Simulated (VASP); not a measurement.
# Ir (I4/mmm) in VASP: further runs

Runs on Ir. Level: PBE. Tasks: single point.

All numbers are computed with VASP 6.6.1; they aren't measurements. Logs are shortened: lines on timing, memory, paths and dates and some standing lists are left out, and cuts for length are marked.

**1. The cell of the first run**

It takes space group I4/mmm (No. 139, tetragonal). Conventional cell: a = 2.819 Å, b = 2.819 Å, c = 3.781 Å, α = 90.00°, β = 90.00°, γ = 90.00°. Within 3.6 Å of Ir (site symmetry 4/mmm) lie 12 Ir at 2.75 to 2.82 Å.

**2. Single point, PBE (biaxial strain in the a-b plane: +3.0 %, then relaxed in part)**

File INCAR:

```
SYSTEM = Ir
  ALGO = Fast
  EDIFF = 1E-6
  ENCUT = 520
  GGA = PE
  ISIF = 2
  ISMEAR = 0
  LASPH = .True.
  LCHARG = .False.
  LREAL = .False.
  LWAVE = .False.
  NBANDS = 16
  NELM = 100
  PREC = Accurate
  SIGMA = 0.1
```

File KPOINTS:

```
k-points
0
Gamma
  18 18 14
  0 0 0
```

File POSCAR:

```
Ir
1.0
    1.9933860993      1.9933860993      0.0000000000
   -1.9933860993      1.9933860993      0.0000000000
    0.0000000000      0.0000000000      3.7814217893
Ir
2
Direct
    0.0000000000      0.0000000000      0.0000000000
    0.5000000000      0.5000000000      0.5000000000
```

Potentials or basis: VASP PAW PBE potentials, release 64 (Ir).

Command:

```sh
$ cat potpaw_PBE.64/Ir/POTCAR > POTCAR
$ mpirun -np 1 vasp_std > vasp.out
```

OUTCAR:

```text
SYSTEM = Ir
   EDIFF = 1E-6
   ENCUT = 520
   GGA = PE
   ISIF = 2
   ISMEAR = 0
   LASPH = .True.
   LREAL = .False.
   NELM = 100
   PREC = Accurate

 ion  position               nearest neighbor table
   1  0.000  0.000  0.000-   2 2.75   2 2.75   2 2.75   2 2.75   2 2.75   2 2.75   2 2.75   2 2.75

   2  0.500  0.500  0.500-   1 2.75   1 2.75   1 2.75   1 2.75   1 2.75   1 2.75   1 2.75   1 2.75

  LATTYP: Found a simple tetragonal cell.
 ALAT       =     2.8190736567
 C/A-ratio  =     1.3413703400

  Lattice vectors:

 A1 = (   1.9933860993,   1.9933860993,   0.0000000000)
 A2 = (  -1.9933860993,   1.9933860993,   0.0000000000)
 A3 = (   0.0000000000,   0.0000000000,   3.7814217893)

Analysis of symmetry for initial positions (statically):
=====================================================================
 Subroutine PRICEL returns following result:

  LATTYP: Found a body centered tetragonal cell.
 ALAT       =     2.8190736567
 C/A-ratio  =     1.3413703400

  Lattice vectors:

 A1 = (   0.0000000000,  -1.9933860993,  -1.8907108947)
 A2 = (   0.0000000000,   1.9933860993,  -1.8907108946)
 A3 = (   1.9933860993,   0.0000000000,   1.8907108947)

   2 primitive cells build up your supercell.

 Routine SETGRP: Setting up the symmetry group for a
 simple tetragonal supercell.

 Subroutine GETGRP returns: Found 16 space group operations
 (whereof 16 operations were pure point group operations)
 out of a pool of 16 trial point group operations.

The static configuration has the point symmetry D_4h.

Analysis of symmetry for dynamics (positions and initial velocities):
=====================================================================
 Subroutine PRICEL returns following result:

  LATTYP: Found a body centered tetragonal cell.
 ALAT       =     2.8190736567
 C/A-ratio  =     1.3413703400

  Lattice vectors:

 A1 = (   0.0000000000,  -1.9933860993,  -1.8907108947)
 A2 = (   0.0000000000,   1.9933860993,  -1.8907108946)
 A3 = (   1.9933860993,   0.0000000000,   1.8907108947)

   2 primitive cells build up your supercell.

 Routine SETGRP: Setting up the symmetry group for a
 simple tetragonal supercell.

 Subroutine GETGRP returns: Found 16 space group operations
 (whereof 16 operations were pure point group operations)
 out of a pool of 16 trial point group operations.

The dynamic configuration has the point symmetry D_4h.

 Subroutine INISYM returns: Found 16 space group operations
 (whereof 16 operations are pure point group operations),
 and found     2 'primitive' translations

----------------------------------------------------------------------------------------

                                     Primitive cell

  volume of cell :      15.0258

  direct lattice vectors                    reciprocal lattice vectors
     0.000000000 -1.993386099 -1.890710895     0.250829481 -0.250829481 -0.264450795
     0.000000000  1.993386099 -1.890710895     0.250829481  0.250829481 -0.264450795
     1.993386099  0.000000000  1.890710895     0.501658961  0.000000000  0.000000000

  length of vectors
     2.747430769  2.747430769  2.747430769     0.442453478  0.442453478  0.501658961

  position of ions in fractional coordinates (direct lattice)
     0.000000000  0.000000000  0.000000000

  ion indices of the primitive-cell ions
   primitive index   ion index
                 1           1

----------------------------------------------------------------------------------------

 KPOINTS: k-points

Automatic generation of k-mesh.
 Grid dimensions read from file:
 generate k-points for:   18   18   14

 Generating k-lattice:

  Cartesian coordinates                     Fractional coordinates (reciprocal lattice)
     0.013934971  0.013934971  0.000000000     0.055555556  0.000000000  0.000000000
    -0.013934971  0.013934971  0.000000000     0.000000000  0.055555556  0.000000000
     0.000000000  0.000000000  0.018889343     0.000000000  0.000000000  0.071428571

  Length of vectors
     0.019707025  0.019707025  0.018889343

  Shift w.r.t. Gamma in fractional coordinates (k-lattice)
     0.000000000  0.000000000  0.000000000

 Subroutine IBZKPT returns following result:
 ===========================================

 Found    440 irreducible k-points:

 Following reciprocal coordinates:
            Coordinates               Weight
  0.000000  0.000000  0.000000      1.000000
  0.055556  0.000000  0.000000      4.000000
  0.111111  0.000000  0.000000      4.000000
  0.166667  0.000000  0.000000      4.000000
  0.222222  0.000000  0.000000      4.000000
  0.277778  0.000000  0.000000      4.000000
[... 16 lines left out ...]
  0.277778  0.111111  0.000000      8.000000
  0.333333  0.111111  0.000000      8.000000
 [... further k-points ...]
   k-points           NKPTS =    440   k-points in BZ     NKDIM =    440   number of bands    NBANDS=     16
   number of dos      NEDOS =    301   number of ions     NIONS =      2
   total plane-waves  NPLWV =  16128
   dimension x,y,z NGX =    24 NGY =   24 NGZ =   28
   dimension x,y,z NGXF=    48 NGYF=   48 NGZF=   56
   ions per type =               2
   NGX,Y,Z   is equivalent  to a cutoff of  14.15, 14.15, 12.31 a.u.
   NGXF,Y,Z  is equivalent  to a cutoff of  28.31, 28.31, 24.62 a.u.
 SYSTEM =  Ir
   PREC   = accura    normal or accurate (medium, high low for compatibility)
   ISTART =      0    job   : 0-new  1-cont  2-samecut
   ICHARG =      2    charge: 1-file 2-atom 10-const
   ISPIN  =      1    spin polarized calculation?
   LNONCOLLINEAR =      F non collinear calculations
   LSORBIT =      F    spin-orbit coupling
   LASPH  =      T    aspherical Exc in radial PAW
   ENCUT  =  520.0 eV  38.22 Ry    6.18 a.u.   5.24  5.24  7.03*2*pi/ulx,y,z
   NELM   =    100;   NELMIN=  2; NELMDL= -5     # of ELM steps
   EDIFF  = 0.1E-05   stopping-criterion for ELM
   LREAL  =      F    real-space projection
   EDIFFG = 0.1E-04   stopping-criterion for IOM
   NSW    =      0    number of steps for IOM
   IBRION =     -1    ionic relax: 0-MD 1-quasi-New 2-CG
   NFREE  =      0    steps in history (QN), initial steepest desc. (CG)
   ISIF   =      2    stress and relaxation
   ISYM   =      2    0-nonsym 1-usesym 2-fastsym
   POTIM  = 0.5000    time-step for ionic-motion
   TEBEG  =    0.0;   TEEND  =   0.0 temperature during run
   PSTRESS=    0.0 pullay stress
   NELECT =      18.0000    total number of electrons
   NUPDOWN=      -1.0000    fix difference up-down
   EMIN   =  10.00;   EMAX   =-10.00  energy-range for DOS
   EFERMI =   0.00;   METHOD = LEGACY
   ISMEAR =     0;   SIGMA  =   0.10  broadening in eV -4-tet -1-fermi 0-gaus
   EFERMI_NEDOS =   21; number of points for ismear=-14 and -15
   IALGO  =     68    algorithm
   IMIX   =      4    mixing-type and parameters
     AMIX     =   0.40;   BMIX     =  1.00
     AMIX_MAG =   1.60;   BMIX_MAG =  1.00
  volume/ion in A,a.u.               =      15.03       101.40
  Fermi-wavevector in a.u.,A,eV,Ry     =   1.379991  2.607805 25.910608  1.904376
  Thomas-Fermi vector in A             =   2.504910
   LORBIT       =      0    0 simple, 1 ext, 2 COOP (PROOUT), +10 PAW based schemes
   GGA     = PE    functional components
   LHFCALC =     F    Hartree Fock is set to
   AEXX    =    0.0000 exact exchange contribution
   IVDW    =     0    specifies the selected vdW correction
   LEPSILON=     F    determine dielectric tensor
   LRPA    =     F    only Hartree local field effects (RPA)
 non-spin polarized calculation
 RMM-DIIS sequential band-by-band and
 Gauss-broadening in eV      SIGMA  =   0.10
  energy-cutoff  :      520.00
  volume of cell :       30.05
 maximum number of plane-waves:       823
 NGX is ok and might be reduce to    24
   NGX = 11   NGY = 11   NGZ = 15

 number of electron      17.9999997 magnetization

 Free energy of the ion-electron system (eV)
  ---------------------------------------------------
  ext. energy  EPLUGINS =         0.00000000
  ---------------------------------------------------
  free energy    TOTEN  =       -17.61521728 eV

  energy without entropy =      -17.60501672  energy(sigma->0) =      -17.61011700

 E-fermi :   9.3761     XC(G=0): -13.6304

 val. band max:        9.3679367037   @ k =   0.1111   0.1111   0.1429
 cond. band min:       9.3765251012   @ k =   0.5000   0.0556   0.2143
 fundamental gap:      0.0085883975
 Fermi energy:         9.3760893294

 k-point     1 :       0.0000    0.0000    0.0000
  band No.  band energies     occupation
      1      -1.0903      2.00000
      2       2.2042      2.00000
      3       2.6458      2.00000
      4       5.6638      2.00000
      5       5.6638      2.00000
      6       6.2706      2.00000
[... 8 lines left out ...]
     15      20.1898      0.00000
     16      23.8675      0.00000

 k-point     2 :       0.0556    0.0000    0.0000
  band No.  band energies     occupation
      1      -1.0069      2.00000
      2       2.2647      2.00000
      3       2.7012      2.00000
      4       5.6252      2.00000
      5       5.6969      2.00000
      6       6.3104      2.00000
[... 8 lines left out ...]
     15      20.7855      0.00000
     16      24.0081      0.00000

 k-point     3 :       0.1111    0.0000    0.0000
  band No.  band energies     occupation
      1      -0.7606      2.00000
      2       2.4287      2.00000
      3       2.8752      2.00000
      4       5.5177      2.00000
      5       5.7956      2.00000
      6       6.4171      2.00000
[... 8 lines left out ...]
     15      21.1396      0.00000
     16      24.4140      0.00000

 k-point     4 :       0.1667    0.0000    0.0000
  band No.  band energies     occupation
      1      -0.3636      2.00000
      2       2.6571      2.00000
      3       3.1763      2.00000
      4       5.3636      2.00000
      5       5.9580      2.00000
      6       6.5464      2.00000
[... 8 lines left out ...]
     15      21.9268      0.00000
     16      25.0363      0.00000
[... 324 lines left out ...]
 k-point    22 :       0.2222    0.1111    0.0000
  band No.  band energies     occupation
      1       0.4580      2.00000
      2       3.1807      2.00000
      3       3.7274      2.00000
      4       4.8218      2.00000
      5       6.5798      2.00000
      6       6.7028      2.00000
[... 8 lines left out ...]
     15      22.6393      0.00000
     16      26.1943      0.00000

 k-point    23 :       0.2778    0.1111    0.0000
  band No.  band energies     occupation
      1       1.0608      2.00000
      2       3.4822      2.00000
      3       4.0872      2.00000
      4       4.6484      2.00000
      5       6.1418      2.00000
      6       6.4249      2.00000
[... 8 lines left out ...]
     15      23.3549      0.00000
     16      25.3502      0.00000

 k-point    24 :       0.3333    0.1111    0.0000
  band No.  band energies     occupation
      1       1.7191      2.00000
      2       3.8169      2.00000
      3       4.3068      2.00000
      4       4.5244      2.00000
      5       5.6094      2.00000
      6       6.0882      2.00000
[... 8 lines left out ...]
     15      24.2411      0.00000
     16      24.4068      0.00000

 [... further k-points ...]

------------------------ aborting loop because EDIFF is reached ----------------------------------------

  FORCE on cell =-STRESS in cart. coord.  units (eV):
  Direction    XX          YY          ZZ          XY          YZ          ZX
  --------------------------------------------------------------------------------------
  -------------------------------------------------------------------------------------
  Total       -2.9601073     -2.9601073      0.0679236      0.0000000      0.0000000     -0.0000000
  in kB     -157.8156522   -157.8156522      3.6212925      0.0000000      0.0000000     -0.0000000
  external PRESSURE =    -104.0033373 kB  Pullay stress =       0.0000000 kB

 VOLUME and BASIS-vectors are now :
 -----------------------------------------------------------------------------
  energy-cutoff  :      520.00
  volume of cell :       30.05
      direct lattice vectors                 reciprocal lattice vectors
     1.993386099  1.993386099  0.000000000     0.250829481  0.250829481  0.000000000
    -1.993386099  1.993386099  0.000000000    -0.250829481  0.250829481  0.000000000
     0.000000000  0.000000000  3.781421789     0.000000000  0.000000000  0.264450795

 POSITION                                       TOTAL-FORCE (eV/Angst)
 -----------------------------------------------------------------------------------
      0.00000      0.00000      0.00000         0.000000     -0.000000     -0.000000
      0.00000      1.99339      1.89071        -0.000000      0.000000      0.000000
 -----------------------------------------------------------------------------------
    total drift:                               -0.000000      0.000000     -0.000000

  FREE ENERGIE OF THE ION-ELECTRON SYSTEM (eV)
  ---------------------------------------------------
  free  energy   TOTEN  =       -17.6152172833 eV

  energy  without entropy=      -17.6050167177  energy(sigma->0) =      -17.61011700
```

It took 1.8 min on 1 thread of Intel Xeon 6975P-C (Granite Rapids), shared host; peak memory 0.29 GiB.

Results:

- Free energy: -17.6152 eV
- Pressure: -10.4 GPa
- Band gap on the k mesh: zero (band 9 reaches 10.89 eV, above the bottom of band 10 at 7.50 eV)

Caveat: the cell differs from its parent crystal (biaxial strain in the a-b plane: +3.0 %, then relaxed in part); spin-orbit coupling is left out, which moves the levels of the heavy elements.

**3. Single point, PBE (biaxial strain in the a-b plane: +3.0 %)**

File INCAR:

```
SYSTEM = Ir
PREC = Accurate
ENCUT = 520
EDIFF = 1E-7
ISMEAR = 0
SIGMA = 0.1
LREAL = .FALSE.
LASPH = .TRUE.
NELM = 80
ALGO = Fast
ISIF = 2
LWAVE = .FALSE.
LCHARG = .FALSE.
GGA = PE
NBANDS = 16
```

File KPOINTS:

```
Automatic mesh
0
G
  18 18 14
  0 0 0
```

POSCAR: that of step 2 with these lines changed.

```diff
@@ -4,3 +4,3 @@
    -1.9933860993      1.9933860993      0.0000000000
-    0.0000000000      0.0000000000      3.7814217893
+    0.0000000000      0.0000000000      3.8009808728
 Ir
```

Potentials or basis: VASP PAW PBE potentials, release 64 (Ir).

Command:

```sh
$ cat potpaw_PBE.64/Ir/POTCAR > POTCAR
$ mpirun -np 1 vasp_std > vasp.out
```

Run time: 100 s. Hardware: 1 thread of Intel Xeon 6975P-C (Granite Rapids), shared host; peak memory 0.29 GiB.

Results (log left out):

- Free energy: -17.6143 eV
- Pressure: -12.0 GPa
- Band gap on the k mesh: zero (band 9 reaches 10.77 eV, above the bottom of band 10 at 7.45 eV)

Stress tensor (GPa, compression positive):
```
-16.85   0.00   0.00
  0.00 -16.85   0.00
  0.00   0.00  -2.38
```

Levels at points of the mesh, in eV from the Fermi level:
```
           k point  band 7  band 8  band 9  band 10  band 11  band 12
(0.00, 0.00, 0.00)   -1.46   -0.74    0.74     1.34     1.34     2.39
(0.50, 0.00, 0.00)   -2.28   -2.28   -1.35    -1.35     2.27     2.27
(0.50, 0.50, 0.00)    1.02    1.02    1.42     1.42     1.55     1.55
(0.00, 0.00, 0.50)   -1.84   -1.84   -1.84    -1.84    -0.45    -0.45
(0.50, 0.00, 0.50)   -0.56   -0.56    0.63     0.63     0.96     0.96
(0.50, 0.50, 0.50)   -1.46   -1.46    1.03     1.03     7.11     7.11
```

Caveat: the cell differs from its parent crystal (biaxial strain in the a-b plane: +3.0 %); spin-orbit coupling is left out, which moves the levels of the heavy elements.
